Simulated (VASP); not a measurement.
Set up this calculation in VASP 6.6.1, as the native input.

| Property | Result |
| --- | --- |
| Task | single point |
| Functional | PBEsol |
| Potentials or basis | VASP PAW PBE potentials, release 64 (Be, Te) |
| Cutoff | 600 eV |
| k mesh | 8 × 8 × 8 |
| Occupations | gaussian, width 0.02 eV |
| Spin | no spin polarisation |
| Dipole correction | no |
| Further INCAR settings | ALGO = Normal; EDIFF = 1e-06; NBANDS = 11 |

The structure of BeTe (e600) lies in POSCAR:

```
BeTe
1.0
    0.0000000000      2.8025277263      2.8025277263
    2.8025277263      0.0000000000      2.8025277263
    2.8025277263      2.8025277263      0.0000000000
Be Te
1 1
Direct
    0.0000000000      0.0000000000      0.0000000000
    0.2500000000      0.2500000000      0.2500000000
```

The input as run:

INCAR

```
PREC = Accurate
ENCUT = 600
EDIFF = 1E-6
ISMEAR = 0
SIGMA = 0.02
LREAL = F
LASPH = T
NELM = 120
ALGO = Normal
ISIF = 2
LWAVE = F
LCHARG = F
GGA = PS
NBANDS = 11
GGA_COMPAT = F
```

KPOINTS

```
Automatic mesh
0
Gamma
  8 8 8
```

Potentials or basis: VASP PAW PBE potentials, release 64 (Be, Te).

Command:

```sh
$ cat potpaw_PBE.64/Be/POTCAR potpaw_PBE.64/Te/POTCAR > POTCAR
$ mpirun -np 1 vasp_std > vasp.out
```

It gave:

| Property | Result |
| --- | --- |
| Pressure | 0.2 GPa |
| Band gap on the k mesh | 1.82 eV, indirect (least direct gap 3.59 eV) |

Caveat: the PAW data sets were made with another functional, which shifts forces and pressure a little; spin-orbit coupling is left out, which moves the levels of the heavy elements.

It took 25 s on 1 thread of Intel Xeon 8259CL (shared host), peak memory 0.18 GiB.
